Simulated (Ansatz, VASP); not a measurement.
# Ag: VASP beside Ansatz

```xyz
1
Lattice="0.0000 2.1248 1.8797 2.1248 0.0000 1.8797 2.1248 2.1248 0.0000" Properties=species:S:1:pos:R:3 pbc="T T T"
Ag    0.0000    0.0000    0.0000
```

Change from the starting cell: strain +0.040 along x and y, -0.080 along z, atoms carried along.

Alike in both runs: task single point; functional PBE; k mesh 20 × 20 × 20; occupations gaussian, width 0.15 eV; no spin polarisation.

```csv
,VASP,Ansatz
version,VASP 6.6.1,Ansatz 0.2.0
potentials or method,"VASP PAW PBE potentials, release 64 (Ag), cutoff 520 eV","scalar-relativistic, plane waves, PAW"
valence electrons in the cell,11,19
```

|  | VASP | Ansatz | Ansatz less VASP |
| --- | --- | --- | --- |
| gap on the k mesh at the Fermi level (eV) | none | none | - |
| pressure (GPa) | 5.4 | 5.6 | +0.18 |
| traceless stress, the component that is largest in VASP (GPa) | 1.65 | 1.67 | +0.018 |

A gap of «none» marks a metal or a gap that the smearing closes. VASP's potentials hold 11 valence electrons a cell and Ansatz's 19, so a difference there can come from the potentials and not from the codes.
